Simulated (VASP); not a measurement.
# Sc (P6_3/mmc) in VASP: a series of runs

Runs on Sc. Level: LDA. Tasks: electric field gradients, density of states.

Everything below comes from runs of VASP 6.6.1. Logs are shortened: lines on timing, memory, paths and dates and some standing lists are left out, and cuts for length are marked.

## Step 1: The cell of the first run

The structure is hexagonal, space group P6_3/mmc (No. 194). Conventional cell: a = 3.320 Å, b = 3.320 Å, c = 5.286 Å, α = 90.00°, β = 90.00°, γ = 120.00°. Within 4.3 Å of Sc (site symmetry -6m2) lie 12 Sc at 3.26 to 3.32 Å.

## Step 2: Electric field gradients, LDA (volume scaled by 1.01)

Input file INCAR:

```
SYSTEM = Sc
PREC = Accurate
ENCUT = 520
EDIFF = 1E-8
ISMEAR = -1
SIGMA = 0.03
LREAL = .FALSE.
LASPH = .TRUE.
NELM = 100
ALGO = Normal
ISIF = 2
LWAVE = .FALSE.
LCHARG = .FALSE.
LEFG = .TRUE.
NBANDS = 18
```

Input file KPOINTS:

```
Automatic mesh
0
G
  13 13 7
  0 0 0
```

Input file POSCAR:

```
Sc
1.0
    3.3197906621      0.0000000000      0.0000000000
   -1.6598953310      2.8750230486      0.0000000000
    0.0000000000      0.0000000000      5.2855017897
Sc
2
Direct
    0.3333333333      0.6666666667      0.2500000000
    0.6666666667      0.3333333333      0.7500000000
```

Potentials or basis: VASP PAW LDA potentials, release 64 (Sc_sv).

Command:

```bash
> cat potpaw_LDA.64/Sc_sv/POTCAR > POTCAR
> mpirun -np 1 vasp_std > vasp.out
```

OUTCAR:

```text
SYSTEM = Sc
   PREC = Accurate
   ENCUT = 520
   EDIFF = 1E-8
   ISMEAR = -1
   LREAL = .FALSE.
   LASPH = .TRUE.
   NELM = 100
   ISIF = 2

 ion  position               nearest neighbor table
   1  0.333  0.667  0.250-   2 3.26   2 3.26   2 3.26   2 3.26   2 3.26   2 3.26
   2  0.667  0.333  0.750-   1 3.26   1 3.26   1 3.26   1 3.26   1 3.26   1 3.26

  LATTYP: Found a hexagonal cell.
 ALAT       =     3.3197906621
 C/A-ratio  =     1.5921190002

  Lattice vectors:

 A1 = (   3.3197906621,   0.0000000000,   0.0000000000)
 A2 = (  -1.6598953310,   2.8750230486,   0.0000000000)
 A3 = (   0.0000000000,   0.0000000000,   5.2855017897)

Analysis of symmetry for initial positions (statically):
=====================================================================
 Subroutine PRICEL returns:
 Original cell was already a primitive cell.

 Routine SETGRP: Setting up the symmetry group for a
 hexagonal supercell.

 Subroutine GETGRP returns: Found 24 space group operations
 (whereof 12 operations were pure point group operations)
 out of a pool of 24 trial point group operations.

The static configuration has the point symmetry D_3d.
 The point group associated with its full space group is D_6h.

Analysis of symmetry for dynamics (positions and initial velocities):
=====================================================================
 Subroutine PRICEL returns:
 Original cell was already a primitive cell.

 Routine SETGRP: Setting up the symmetry group for a
 hexagonal supercell.

 Subroutine GETGRP returns: Found 24 space group operations
 (whereof 12 operations were pure point group operations)
 out of a pool of 24 trial point group operations.

The dynamic configuration has the point symmetry D_3d.
 The point group associated with its full space group is D_6h.

 Subroutine INISYM returns: Found 24 space group operations
 (whereof 12 operations are pure point group operations),
 and found     1 'primitive' translations

----------------------------------------------------------------------------------------

                                     Primitive cell

  volume of cell :      50.4473

  direct lattice vectors                    reciprocal lattice vectors
     3.319790662  0.000000000  0.000000000     0.301223813  0.173911649  0.000000000
    -1.659895331  2.875023049  0.000000000     0.000000000  0.347823298  0.000000000
     0.000000000  0.000000000  5.285501790     0.000000000  0.000000000  0.189196795

  length of vectors
     3.319790662  3.319790662  5.285501790     0.347823298  0.347823298  0.189196795

  position of ions in fractional coordinates (direct lattice)
     0.333333333  0.666666667  0.250000000
     0.666666667  0.333333333  0.750000000

  ion indices of the primitive-cell ions
   primitive index   ion index
                 1           1
                 2           2

----------------------------------------------------------------------------------------

 KPOINTS: Automatic mesh

Automatic generation of k-mesh.
 Grid dimensions read from file:
 generate k-points for:   13   13    7

 Generating k-lattice:

  Cartesian coordinates                     Fractional coordinates (reciprocal lattice)
     0.023171063  0.013377819  0.000000000     0.076923077  0.000000000  0.000000000
     0.000000000  0.026755638  0.000000000     0.000000000  0.076923077  0.000000000
     0.000000000  0.000000000  0.027028114     0.000000000  0.000000000  0.142857143

  Length of vectors
     0.026755638  0.026755638  0.027028114

  Shift w.r.t. Gamma in fractional coordinates (k-lattice)
     0.000000000  0.000000000  0.000000000

 Subroutine IBZKPT returns following result:
 ===========================================

 Found     84 irreducible k-points:

 Following reciprocal coordinates:
            Coordinates               Weight
  0.000000  0.000000  0.000000      1.000000
  0.076923  0.000000  0.000000      6.000000
  0.153846 -0.000000  0.000000      6.000000
  0.230769  0.000000  0.000000      6.000000
  0.307692 -0.000000  0.000000      6.000000
  0.384615  0.000000  0.000000      6.000000
[... 16 lines left out ...]
  0.076923  0.000000  0.142857     12.000000
  0.153846 -0.000000  0.142857     12.000000
 [... further k-points ...]
   k-points           NKPTS =     84   k-points in BZ     NKDIM =     84   number of bands    NBANDS=     18
   number of dos      NEDOS =    301   number of ions     NIONS =      2
   total plane-waves  NPLWV =  31360
   dimension x,y,z NGX =    28 NGY =   28 NGZ =   40
   dimension x,y,z NGXF=    56 NGYF=   56 NGZF=   80
   ions per type =               2
   NGX,Y,Z   is equivalent  to a cutoff of  14.02, 14.02, 12.58 a.u.
   NGXF,Y,Z  is equivalent  to a cutoff of  28.04, 28.04, 25.16 a.u.
 SYSTEM =  Sc
   PREC   = accura    normal or accurate (medium, high low for compatibility)
   ISTART =      0    job   : 0-new  1-cont  2-samecut
   ICHARG =      2    charge: 1-file 2-atom 10-const
   ISPIN  =      1    spin polarized calculation?
   LNONCOLLINEAR =      F non collinear calculations
   LSORBIT =      F    spin-orbit coupling
   LASPH  =      T    aspherical Exc in radial PAW
   ENCUT  =  520.0 eV  38.22 Ry    6.18 a.u.   6.17  6.17  9.83*2*pi/ulx,y,z
   NELM   =    100;   NELMIN=  2; NELMDL= -5     # of ELM steps
   EDIFF  = 0.1E-07   stopping-criterion for ELM
   LREAL  =      F    real-space projection
   EDIFFG = 0.1E-06   stopping-criterion for IOM
   NSW    =      0    number of steps for IOM
   IBRION =     -1    ionic relax: 0-MD 1-quasi-New 2-CG
   NFREE  =      0    steps in history (QN), initial steepest desc. (CG)
   ISIF   =      2    stress and relaxation
   ISYM   =      2    0-nonsym 1-usesym 2-fastsym
   POTIM  = 0.5000    time-step for ionic-motion
   TEBEG  =    0.0;   TEEND  =   0.0 temperature during run
   PSTRESS=    0.0 pullay stress
   NELECT =      22.0000    total number of electrons
   NUPDOWN=      -1.0000    fix difference up-down
   EMIN   =  10.00;   EMAX   =-10.00  energy-range for DOS
   EFERMI =   0.00;   METHOD = LEGACY
   ISMEAR =    -1;   SIGMA  =   0.03  broadening in eV -4-tet -1-fermi 0-gaus
   EFERMI_NEDOS =   21; number of points for ismear=-14 and -15
   IALGO  =     38    algorithm
   IMIX   =      4    mixing-type and parameters
     AMIX     =   0.40;   BMIX     =  1.00
     AMIX_MAG =   1.60;   BMIX_MAG =  1.00
  volume/ion in A,a.u.               =      25.22       170.22
  Fermi-wavevector in a.u.,A,eV,Ry     =   1.241470  2.346039 20.969956  1.541248
  Thomas-Fermi vector in A             =   2.375867
   LORBIT       =      0    0 simple, 1 ext, 2 COOP (PROOUT), +10 PAW based schemes
   GGA     = CA    functional components
   LHFCALC =     F    Hartree Fock is set to
   AEXX    =    0.0000 exact exchange contribution
   IVDW    =     0    specifies the selected vdW correction
   LEPSILON=     F    determine dielectric tensor
   LRPA    =     F    only Hartree local field effects (RPA)
 non-spin polarized calculation
  energy-cutoff  :      520.00
  volume of cell :       50.45
 maximum number of plane-waves:      1387
 NGX is ok and might be reduce to    28
   NGX = 13   NGY = 13   NGZ = 19

 number of electron      22.0000002 magnetization

 Free energy of the ion-electron system (eV)
  ---------------------------------------------------
  ext. energy  EPLUGINS =         0.00000000
  ---------------------------------------------------
  free energy    TOTEN  =       -13.34624420 eV

  energy without entropy =      -13.33207370  energy(sigma->0) =      -13.33915895

 E-fermi :   3.3352     XC(G=0): -10.0490

 val. band max:        3.3345794432   @ k =   0.3846   0.0000   0.4286
 cond. band min:       3.3393860978   @ k =   0.3077   0.0769   0.0000
 fundamental gap:      0.0048066546
 Fermi energy:         3.3351743773

 k-point     1 :       0.0000    0.0000    0.0000
  band No.  band energies     occupation
      1     -45.5483      2.00000
      2     -45.4854      2.00000
      3     -24.6935      2.00000
      4     -24.3738      2.00000
      5     -24.3738      2.00000
      6     -24.3165      2.00000
[... 10 lines left out ...]
     17       5.6016      0.00000
     18       5.6016      0.00000
[... 463 lines left out ...]
 k-point    24 :       0.1538   -0.0000    0.1429
  band No.  band energies     occupation
      1     -45.5350      2.00000
      2     -45.4841      2.00000
      3     -24.6502      2.00000
      4     -24.4261      2.00000
      5     -24.3891      2.00000
      6     -24.3869      2.00000
[... 10 lines left out ...]
     17       5.6496      0.00000
     18       5.6808      0.00000

 [... further k-points ...]

------------------------ aborting loop because EDIFF is reached ----------------------------------------

  FORCE on cell =-STRESS in cart. coord.  units (eV):
  Direction    XX          YY          ZZ          XY          YZ          ZX
  --------------------------------------------------------------------------------------
  -------------------------------------------------------------------------------------
  Total       -1.5985706     -1.5985706     -2.1551465     -0.0000000      0.0000000     -0.0000000
  in kB      -50.7696486    -50.7696486    -68.4461666     -0.0000000      0.0000000     -0.0000000
  external PRESSURE =     -56.6618212 kB  Pullay stress =       0.0000000 kB

 VOLUME and BASIS-vectors are now :
 -----------------------------------------------------------------------------
  energy-cutoff  :      520.00
  volume of cell :       50.45
      direct lattice vectors                 reciprocal lattice vectors
     3.319790662  0.000000000  0.000000000     0.301223813  0.173911649  0.000000000
    -1.659895331  2.875023049  0.000000000     0.000000000  0.347823298  0.000000000
     0.000000000  0.000000000  5.285501790     0.000000000  0.000000000  0.189196795

 POSITION                                       TOTAL-FORCE (eV/Angst)
 -----------------------------------------------------------------------------------
     -0.00000      1.91668      1.32138         0.000000     -0.000000      0.000000
      1.65990      0.95834      3.96413        -0.000000      0.000000      0.000000
 -----------------------------------------------------------------------------------
    total drift:                               -0.000000      0.000000     -0.000000

  FREE ENERGIE OF THE ION-ELECTRON SYSTEM (eV)
  ---------------------------------------------------
  free  energy   TOTEN  =       -13.3462442044 eV

  energy  without entropy=      -13.3320737042  energy(sigma->0) =      -13.33915895

 Electric field gradients (V/A^2)
---------------------------------------------------------------------
 ion       V_xx      V_yy      V_zz      V_xy      V_xz      V_yz
---------------------------------------------------------------------
   1      -4.653    -4.652     9.305     0.000     0.000    -0.000
   2      -4.653    -4.652     9.305     0.000    -0.000     0.000
---------------------------------------------------------------------

 Electric field gradients after diagonalization (V/A^2)
 (convention: |V_zz| > |V_xx| > |V_yy|)
----------------------------------------------------------------------
 ion       V_xx      V_yy      V_zz     asymmetry (V_yy - V_xx)/ V_zz
----------------------------------------------------------------------
   1      -4.653    -4.652     9.305       0.000
   2      -4.653    -4.652     9.305       0.000
----------------------------------------------------------------------

           NMR quadrupolar parameters

 Cq : quadrupolar parameter    Cq=e*Q*V_zz/h
 eta: asymmetry parameters     (V_yy - V_xx)/ V_zz
 Q  : nuclear electric quadrupole moment in mb (millibarn)
----------------------------------------------------------------------
 ion       Cq(MHz)       eta       Q (mb)
----------------------------------------------------------------------
   1       0.022       0.000       1.000
   2       0.022       0.000       1.000
----------------------------------------------------------------------
```

Wall time 58 s (1 thread of Intel Xeon Platinum 8488C (Sapphire Rapids), shared host); peak memory 0.19 GiB.

What came out:

```yaml
Free_energy: -13.3462 eV
Pressure: -5.7 GPa
Band_gap_on_the_k_mesh: zero (band 11 reaches 4.03 eV, above the bottom of band 12 at 2.86 eV)
```

Stress tensor (GPa, compression positive):
```
-5.08  0.00  0.00
 0.00 -5.08  0.00
 0.00  0.00 -6.84
```

Levels at points of the mesh, in eV from the Fermi level:
```csv
k point,band 7,band 8,band 9,band 10,band 11,band 12,band 13,band 14,band 15,band 16
"(0.00, 0.00, 0.00)",-27.65,-27.63,-5.05,-1.67,0.50,1.51,1.51,1.63,1.91,1.91
```

Electric field gradients, principal values (V/Å²):
| atom | least | middle | greatest (by size) |
| --- | --- | --- | --- |
| 1 Sc | -4.652 | -4.653 | 9.305 |
| 2 Sc | -4.652 | -4.653 | 9.305 |

Caveat: the cell differs from its parent crystal (volume scaled by 1.01); without QUAD_EFG the Cq values of the log hold for a quadrupole moment of 1 mb, not for the nuclei.

## Step 3: Electric field gradients, LDA

This run uses another cell than the first one, of 24.97 Å³/atom, 0.990 times its volume.

INCAR is that of step 2.

Input file KPOINTS:

```
regular mesh
0
G
  13 13 7
  0 0 0
```

Input file POSCAR:

```
Sc
1.0
    3.3087978973      0.0000000000      0.0000000000
   -1.6543989486      2.8655030350      0.0000000000
    0.0000000000      0.0000000000      5.2680000000
Sc
2
Direct
    0.3333333333      0.6666666667      0.2500000000
    0.6666666667      0.3333333333      0.7500000000
```

Potentials or basis: VASP PAW LDA potentials, release 64 (Sc_sv).

Command:

```bash
> cat potpaw_LDA.64/Sc_sv/POTCAR > POTCAR
> mpirun -np 1 vasp_std > vasp.out
```

OUTCAR:

```text
SYSTEM = Sc
   PREC = Accurate
   ENCUT = 520
   EDIFF = 1E-8
   ISMEAR = -1
   LREAL = .FALSE.
   LASPH = .TRUE.
   NELM = 100
   ISIF = 2

 ion  position               nearest neighbor table
   1  0.333  0.667  0.250-   2 3.25   2 3.25   2 3.25   2 3.25   2 3.25   2 3.25
   2  0.667  0.333  0.750-   1 3.25   1 3.25   1 3.25   1 3.25   1 3.25   1 3.25

  LATTYP: Found a hexagonal cell.
 ALAT       =     3.3087978973
 C/A-ratio  =     1.5921190002

  Lattice vectors:

 A1 = (   3.3087978973,   0.0000000000,   0.0000000000)
 A2 = (  -1.6543989486,   2.8655030350,   0.0000000000)
 A3 = (   0.0000000000,   0.0000000000,   5.2680000000)
[... 718 lines left out ...]
  free  energy   TOTEN  =       -13.3630829668 eV

  energy  without entropy=      -13.3489854508  energy(sigma->0) =      -13.35603421

 Electric field gradients (V/A^2)
---------------------------------------------------------------------
 ion       V_xx      V_yy      V_zz      V_xy      V_xz      V_yz
---------------------------------------------------------------------
   1      -4.784    -4.783     9.567     0.000     0.000    -0.000
   2      -4.784    -4.783     9.567     0.000    -0.000     0.000
---------------------------------------------------------------------

 Electric field gradients after diagonalization (V/A^2)
 (convention: |V_zz| > |V_xx| > |V_yy|)
----------------------------------------------------------------------
 ion       V_xx      V_yy      V_zz     asymmetry (V_yy - V_xx)/ V_zz
----------------------------------------------------------------------
   1      -4.784    -4.783     9.567       0.000
   2      -4.784    -4.783     9.567       0.000
----------------------------------------------------------------------

           NMR quadrupolar parameters

 Cq : quadrupolar parameter    Cq=e*Q*V_zz/h
 eta: asymmetry parameters     (V_yy - V_xx)/ V_zz
 Q  : nuclear electric quadrupole moment in mb (millibarn)
----------------------------------------------------------------------
 ion       Cq(MHz)       eta       Q (mb)
----------------------------------------------------------------------
   1       0.023       0.000       1.000
   2       0.023       0.000       1.000
----------------------------------------------------------------------
```

OSZICAR:

```text
N       E                     dE             d eps       ncg     rms          rms(c)
DAV:   1     0.359933383308E+03    0.35993E+03   -0.10685E+04  3056   0.132E+03
DAV:   2     0.588985962669E+01   -0.35404E+03   -0.34669E+03  3848   0.555E+02
DAV:   3    -0.144290511964E+02   -0.20319E+02   -0.19396E+02  5032   0.168E+02
DAV:   4    -0.148351661657E+02   -0.40611E+00   -0.40349E+00  4664   0.211E+01
DAV:   5    -0.148394933674E+02   -0.43272E-02   -0.43237E-02  5220   0.257E+00    0.750E+00
DAV:   6    -0.135414647620E+02    0.12980E+01   -0.29833E+00  4062   0.195E+01    0.215E+00
DAV:   7    -0.133785122059E+02    0.16295E+00   -0.66235E-01  4226   0.819E+00    0.812E-01
DAV:   8    -0.133643865197E+02    0.14126E-01   -0.35477E-02  3682   0.257E+00    0.247E-01
DAV:   9    -0.133630520338E+02    0.13345E-02   -0.82740E-03  4498   0.945E-01    0.219E-02
DAV:  10    -0.133630824871E+02   -0.30453E-04   -0.11159E-04  4370   0.144E-01    0.437E-03
DAV:  11    -0.133630829801E+02   -0.49299E-06   -0.31178E-06  5122   0.180E-02    0.127E-03
DAV:  12    -0.133630829758E+02    0.43215E-08   -0.22689E-07  4896   0.563E-03    0.506E-04
DAV:  13    -0.133630829668E+02    0.89481E-08   -0.97337E-09  2714   0.102E-03
   1 F= -.13363083E+02 E0= -.13356034E+02  d E =-.140975E-01
```

stdout:

```text
POSCAR found type information on POSCAR Sc
 POSCAR found :  1 types and       2 ions
 scaLAPACK will be used
 LDA part: xc-table for (Slater(with rela. corr.)+CA(PZ))
 , standard interpolation
 POSCAR, INCAR and KPOINTS ok, starting setup
 FFT: planning ... GRIDC
 FFT: planning ... GRID_SOFT
 FFT: planning ... GRID
 WAVECAR not read
 entering main loop
ion   1

ion   2
```

Run time: 44 s. Hardware: 1 thread of AMD EPYC 9R45 (Zen 5), shared host; peak memory 0.16 GiB.

What came out:

```yaml
Free_energy: -13.3631 eV
Pressure: -5.2 GPa
Band_gap_on_the_k_mesh: zero (band 11 reaches 4.10 eV, above the bottom of band 12 at 2.90 eV)
```

Electric field gradients, principal values (V/Å²):
```
atom   least  middle  greatest (by size)
1 Sc  -4.783  -4.784               9.567
2 Sc  -4.783  -4.784               9.567
```

Caveat: without QUAD_EFG the Cq values of the log hold for a quadrupole moment of 1 mb, not for the nuclei.

(Continued in part 2 of 2.)
